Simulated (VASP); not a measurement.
# Ga2As2H in VASP: further runs, part 2 of 2

VASP 6.6.1. The steps go on from the part before.

## Step 3: Single point, PBE, collinear spin

Contents of INCAR:

```
PREC = Accurate
ENCUT = 520
EDIFF = 1E-7
ISMEAR = 0
SIGMA = 0.05
LREAL = False
LASPH = True
NELM = 150
ALGO = Normal
ISIF = 2
LWAVE = False
LCHARG = False
ISPIN = 2
MAGMOM = 0 0 0 0 1
LORBIT = 11
LDIPOL = True
IDIPOL = 3
DIPOL = 0.5 0.5 0.347
GGA = PE
NBANDS = 30
```

Contents of KPOINTS:

```
regular mesh
0
Gamma
  7 7 1
```

Contents of POSCAR:

```
Ga2As2H
1.0
    4.0629609257      0.0000000000      0.0000000000
    0.0000000000      4.0629609257      0.0000000000
    0.0000000000      0.0000000000     19.8904986560
As Ga H
2 2 1
Direct
    0.0000000000      0.5000000000      0.2011010417
    0.5000000000      0.0000000000      0.3511019680
    0.5000000000      0.5000000000      0.2733201266
    0.0000000000      0.0000000000      0.4218345051
    0.2500000000      0.0000000000      0.4872238934
```

Potentials or basis: VASP PAW PBE potentials, release 64 (As, Ga_d, H).

Started as:

```
$ cat potpaw_PBE.64/As/POTCAR potpaw_PBE.64/Ga_d/POTCAR potpaw_PBE.64/H/POTCAR > POTCAR
$ mpirun -np 1 vasp_std > vasp.out
```

OUTCAR:

```text
PREC = Accurate
   ENCUT = 520
   EDIFF = 1E-7
   ISMEAR = 0
   LREAL = False
   LASPH = True
   NELM = 150
   ISIF = 2
   ISPIN = 2
   LORBIT = 11
   GGA = PE

 ion  position               nearest neighbor table
   1  0.000  0.500  0.201-   3 2.49   3 2.49
   2  0.500  0.000  0.351-   4 2.47   4 2.47   3 2.55   3 2.55
   3  0.500  0.500  0.273-   1 2.49   1 2.49   2 2.55   2 2.55
   4  0.000  0.000  0.422-   5 1.65   2 2.47   2 2.47
   5  0.250  0.000  0.487-   4 1.65

  LATTYP: Found a simple tetragonal cell.
 ALAT       =     4.0629609257
 C/A-ratio  =     4.8955673017

  Lattice vectors:

 A1 = (   4.0629609257,   0.0000000000,   0.0000000000)
 A2 = (   0.0000000000,   4.0629609257,   0.0000000000)
 A3 = (   0.0000000000,   0.0000000000,  19.8904986560)

Analysis of symmetry for initial positions (statically):
=====================================================================
 Subroutine PRICEL returns:
 Original cell was already a primitive cell.

 Routine SETGRP: Setting up the symmetry group for a
 simple tetragonal supercell.

 Subroutine GETGRP returns: Found  2 space group operations
 (whereof  2 operations were pure point group operations)
 out of a pool of 16 trial point group operations.

The static configuration has the point symmetry C_1h.

Analysis of symmetry for dynamics (positions and initial velocities):
=====================================================================
 Subroutine PRICEL returns:
 Original cell was already a primitive cell.

 Routine SETGRP: Setting up the symmetry group for a
 simple tetragonal supercell.

 Subroutine GETGRP returns: Found  2 space group operations
 (whereof  2 operations were pure point group operations)
 out of a pool of 16 trial point group operations.

The dynamic configuration has the point symmetry C_1h.
[... 166 lines left out ...]
 cond. band min:      -2.5839209924   @ k =   0.4286   0.2857   0.0000
 fundamental gap:      0.0300611449
 Fermi energy:        -2.5871080664

 spin component 1

 k-point     1 :       0.0000    0.0000    0.0000
  band No.  band energies     occupation
      1     -17.8144      1.00000
      2     -17.7161      1.00000
      3     -17.6469      1.00000
      4     -17.6305      1.00000
      5     -17.5495      1.00000
      6     -16.8720      1.00000
[... 517 lines left out ...]
     29       5.5337      0.00000
     30       5.7664      0.00000
 Fermi energy:        -2.5871080664

 spin component 2

 k-point     1 :       0.0000    0.0000    0.0000
  band No.  band energies     occupation
      1     -17.8141      1.00000
      2     -17.7156      1.00000
      3     -17.6469      1.00000
      4     -17.6293      1.00000
      5     -17.5486      1.00000
      6     -16.8719      1.00000
[... 517 lines left out ...]
     29       5.5470      0.00000
     30       5.7777      0.00000

------------------------ aborting loop because EDIFF is reached ----------------------------------------

 vacuum level on the upper side and lower side of the slab       (xc-potential included)        -0.613         0.430

  FORCE on cell =-STRESS in cart. coord.  units (eV):
  Direction    XX          YY          ZZ          XY          YZ          ZX
  --------------------------------------------------------------------------------------
  -------------------------------------------------------------------------------------
  Total       -2.8926594     -1.8579117     -0.2506008      0.0000000      0.0000000     -2.7668792
  in kB      -14.1148714     -9.0657699     -1.2228189      0.0000000      0.0000000    -13.5011205
  external PRESSURE =      -8.1344867 kB  Pullay stress =       0.0000000 kB

 VOLUME and BASIS-vectors are now :
 -----------------------------------------------------------------------------
  energy-cutoff  :      520.00
  volume of cell :      328.35
      direct lattice vectors                 reciprocal lattice vectors
     4.062960926  0.000000000  0.000000000     0.246125921  0.000000000  0.000000000
     0.000000000  4.062960926  0.000000000     0.000000000  0.246125921  0.000000000
     0.000000000  0.000000000 19.890498656     0.000000000  0.000000000  0.050275260

 POSITION                                       TOTAL-FORCE (eV/Angst)
 -----------------------------------------------------------------------------------
      0.00000      2.03148      4.00000         0.117237      0.000000      0.305022
      2.03148      0.00000      6.98359         0.096133      0.000000     -0.095788
      2.03148      2.03148      5.43647         0.198947      0.000000     -0.333183
      0.00000      0.00000      8.39050         0.763067      0.000000      0.138814
      1.01574      0.00000      9.69113        -1.175384      0.000000     -0.014865
 -----------------------------------------------------------------------------------
    total drift:                               -0.000077      0.000000     -0.000359

  FREE ENERGIE OF THE ION-ELECTRON SYSTEM (eV)
  ---------------------------------------------------
  free  energy   TOTEN  =       -17.0359173724 eV

  energy  without entropy=      -17.0328576685  energy(sigma->0) =      -17.03438752

 vacuum level on the upper side and lower side of the slab         2.014         3.076

 total charge

# of ion       s       p       d       tot
------------------------------------------
    1        1.290   1.343   0.016   2.649
    2        1.235   1.510   0.030   2.775
    3        0.907   0.711   9.978  11.596
    4        0.943   0.682   9.960  11.585
    5        0.498   0.008   0.000   0.506
--------------------------------------------------
tot          4.873   4.254  19.983  29.110

 magnetization (x)

# of ion       s       p       d       tot
------------------------------------------
    1        0.001   0.037   0.000   0.038
    2        0.000   0.006   0.000   0.007
    3       -0.001  -0.001   0.001  -0.001
    4       -0.000   0.002   0.000   0.002
    5        0.001   0.000   0.000   0.001
--------------------------------------------------
tot          0.002   0.044   0.002   0.047
```

OSZICAR:

```text
N       E                     dE             d eps       ncg     rms          rms(c)
DAV:   1     0.216649269256E+03    0.21665E+03   -0.15535E+04  2024   0.109E+03
DAV:   2     0.987363402897E+01   -0.20678E+03   -0.19924E+03  2240   0.255E+02
DAV:   3    -0.152443937000E+02   -0.25118E+02   -0.24905E+02  2448   0.921E+01
[... 24 lines left out ...]
DAV:  28    -0.170359158913E+02   -0.47188E-06   -0.84279E-08  1740   0.148E-03    0.183E-04
DAV:  29    -0.170359163973E+02   -0.50602E-06   -0.38450E-08  1600   0.994E-04    0.134E-04
DAV:  30    -0.170359167679E+02   -0.37052E-06   -0.27827E-08  1558   0.794E-04    0.930E-05
DAV:  31    -0.170359170513E+02   -0.28347E-06   -0.18045E-08  1608   0.629E-04    0.567E-05
DAV:  32    -0.170359173011E+02   -0.24974E-06   -0.11140E-08  1532   0.418E-04    0.285E-05
DAV:  33    -0.170359173724E+02   -0.71316E-07   -0.28533E-09  1678   0.235E-04
   1 F= -.17035917E+02 E0= -.17034388E+02  d E =-.305970E-02  mag=     0.1062
```

stdout:

```text
POSCAR found type information on POSCAR AsGaH
 POSCAR found :  3 types and       5 ions
 scaLAPACK will be used
 LDA part: xc-table for (Slater+PW92), standard interpolation
 POSCAR, INCAR and KPOINTS ok, starting setup
 FFT: planning ... GRIDC
 FFT: planning ... GRID_SOFT
 FFT: planning ... GRID
 WAVECAR not read
 entering main loop
```

It took 5.7 min on 1 thread of AMD EPYC 9R45 (Zen 5), shared host; peak memory 0.58 GiB.

What came out:

| Quantity | Value |
| --- | --- |
| Free energy | -17.0359 eV |
| Largest force | 1.175 eV/Å |
| Net moment | 0.11 μB per cell |
| Site moments | As +0.04, +0.01; Ga -0.00, +0.00; H +0.00 μB |
| Valence electrons inside the program's atomic spheres | As 2.65, 2.77; Ga 11.60, 11.59; H 0.51 |

Forces on the atoms (eV/Å):
```
As   0.117  0.000  0.305
As   0.096  0.000 -0.096
Ga   0.199  0.000 -0.333
Ga   0.763  0.000  0.139
H   -1.175  0.000 -0.015
```
